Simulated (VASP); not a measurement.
Write the native input for VASP 6.6.1 that does the following.

```yaml
Task: single point
Functional: LDA
Potentials_or_basis: VASP PAW LDA potentials, release 64 (Bi_d)
Cutoff: 520 eV
k_mesh: 20 × 20 × 20
Occupations: gaussian, width 0.05 eV
Spin: no spin polarisation
Dipole_correction: no
Further_INCAR_settings: ALGO = Normal; EDIFF = 1e-07; NBANDS = 14
```

The structure of Bi lies in POSCAR:

```
Bi
1.0
   -1.5232249039      1.5232249039      1.5232249039
    1.5232249039     -1.5232249039      1.5232249039
    1.5232249039      1.5232249039     -1.5232249039
Bi
1
Direct
    0.0000000000      0.0000000000      0.0000000000
```

This isn't the form of Bi at room conditions, which is rhombohedral.

One way to write it, as run:

INCAR

```
PREC = Accurate ; ENCUT = 520
EDIFF = 1E-7 ; ISMEAR = 0
SIGMA = 0.05 ; LREAL = F
LASPH = T ; NELM = 100
ALGO = Normal ; ISIF = 2
LWAVE = F ; LCHARG = F
NBANDS = 14
```

KPOINTS

```
regular mesh
0
Gamma
  20 20 20
```

Potentials or basis: VASP PAW LDA potentials, release 64 (Bi_d).

Run with:

```bash
$ cat potpaw_LDA.64/Bi_d/POTCAR > POTCAR
$ mpirun -np 1 vasp_std > vasp.out
```

Results of the run:

```json
{
  "Pressure": "260.5 GPa",
  "Band gap on the k mesh": "zero (an odd number of electrons rules out a gap without spin polarisation)"
}
```

Caveat: the cell stands under pressure; spin-orbit coupling is left out, which moves the levels of the heavy elements.

Wall time 17 s on 1 thread of Intel(R) Xeon(R) 6975P-C (Granite Rapids), with other jobs on the host, peak memory 0.16 GiB.
